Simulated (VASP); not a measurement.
Input of a VASP 6.6.1 run:

INCAR

```
  PREC = Accurate
  ENCUT = 520
  EDIFF = 1E-6
  ISMEAR = 0
  SIGMA = 0.1
  LREAL = F
  LASPH = T
  NELM = 60
  ALGO = Fast
  ISIF = 2
  LWAVE = F
  LCHARG = F
  NBANDS = 18
```

Contents of KPOINTS:

```
regular mesh
0
Gamma
  14 14 14
```

File POSCAR:

```
ZnCu
1.0
    2.8694255031      0.0000000000      0.0000000000
    0.0000000000      2.8694255031      0.0000000000
    0.0000000000      0.0000000000      2.8694255031
Zn Cu
1 1
Direct
    0.5000000000      0.5000000000      0.5000000000
    0.0000000000      0.0000000000      0.0000000000
```

Potentials or basis: VASP PAW LDA potentials, release 64 (Zn, Cu).

Launch:

```bash
$ cat potpaw_LDA.64/Zn/POTCAR potpaw_LDA.64/Cu/POTCAR > POTCAR
$ mpirun -np 1 vasp_std > vasp.out
```

Question: Estimate the pressure.

Answer: 1.2 GPa.
